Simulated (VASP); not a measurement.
A run of VASP 6.6.1 is set up as follows.

Contents of POSCAR:

```
Ga
1.0
   -1.3212145845      1.3212145845      2.5170831701
    1.3212145845     -1.3212145845      2.5170831701
    1.3212145845      1.3212145845     -2.5170831701
Ga
1
Direct
    0.0000000000      0.0000000000      0.0000000000
```

INCAR.step1

```
PREC = Accurate
ENCUT = 520
ISMEAR = 0
SIGMA = 0.15
LREAL = F
LASPH = T
NELM = 100
NBANDS = 12
GGA = PE
ALGO = Normal
EDIFF = 1E-4
LWAVE = T
LCHARG = F
```

Contents of INCAR.step2:

```
PREC = Accurate
ENCUT = 520
EDIFF = 1E-6
ISMEAR = 0
SIGMA = 0.15
LREAL = F
LASPH = T
NELM = 100
ALGO = Normal
ISIF = 2
LWAVE = F
LCHARG = F
METAGGA = R2SCAN
LMIXTAU = T
NBANDS = 12
ISTART = 1
```

Contents of KPOINTS:

```
regular mesh
0
Gamma
  26 26 26
```

Potentials or basis: VASP PAW PBE potentials, release 64 (Ga_d).

The run is started by

```console
$ cat potpaw_PBE.64/Ga_d/POTCAR > POTCAR
$ cp INCAR.step1 INCAR
$ mpirun -np 1 vasp_std > vasp.out
$ cp INCAR.step2 INCAR
$ mpirun -np 1 vasp_std > vasp.out
```

Question: Predict the pressure.

Answer: 2.5 GPa.

Question: What does it give for the band gap on the k mesh?

Answer: Zero (an odd number of electrons rules out a gap without spin polarisation).

Stress tensor (GPa, compression positive):
```
 4.34  0.00  0.00
 0.00  4.34  0.00
 0.00  0.00 -1.29
```

Caveat: the stress differs along the axes, from -1 to 4 GPa; the PAW data sets were made with another functional, which shifts forces and pressure a little.
